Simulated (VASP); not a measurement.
A run of VASP 6.6.1 is set up as follows.

The input INCAR:

```
SYSTEM = Al12HO
PREC = Accurate
ENCUT = 520
EDIFF = 1E-6
ISMEAR = 0
SIGMA = 0.1
LREAL = .FALSE.
LASPH = .TRUE.
NELM = 150
ALGO = Normal
ISIF = 2
LWAVE = .FALSE.
LCHARG = .FALSE.
ISPIN = 2
MAGMOM = 0 0 0 0 0 0 0 0 0 0 0 0 1 0
LORBIT = 11
LDIPOL = .TRUE.
IDIPOL = 3
DIPOL = 0.5 0.5 0.292
GGA = PE
NBANDS = 38
```

KPOINTS

```
regular mesh
0
G
  5 5 1
  0 0 0
```

Contents of POSCAR:

```
Al12HO
1.0
    5.7143028096      0.0000000000      0.0000000000
    0.0000000000      5.7143028096      0.0000000000
    0.0000000000      0.0000000000     22.1750227687
Al O H
12 1 1
Direct
    0.2500000000      0.2500000000      0.1803831293
    0.2500000000      0.7500000000      0.1803831293
    0.7500000000      0.2500000000      0.1803831293
    0.7500000000      0.7500000000      0.1803831293
    0.0000000000      0.0000000000      0.2744094920
    0.0000000000      0.5000000000      0.2744094920
    0.5000000000      0.0000000000      0.2744094920
    0.5000000000      0.5000000000      0.2744094920
    0.2500000000      0.2500000000      0.3686590473
    0.2500000000      0.7500000000      0.3686590473
    0.7500000000      0.2500000000      0.3686590473
    0.7500000000      0.7500000000      0.3686590473
    0.5000000000      0.5000000000      0.3776782038
    0.5618716583      0.5618716583      0.4167322969
```

Potentials or basis: VASP PAW PBE potentials, release 64 (Al, O, H).

Run with:

```console
$ cat potpaw_PBE.64/Al/POTCAR potpaw_PBE.64/O/POTCAR potpaw_PBE.64/H/POTCAR > POTCAR
$ mpirun -np 1 vasp_std > vasp.out
```

(1) What does it give for the net moment?

(2) What does it give for the largest force?

Answers

(1) 0.00 μB per cell.

(2) 3.258 eV/Å.
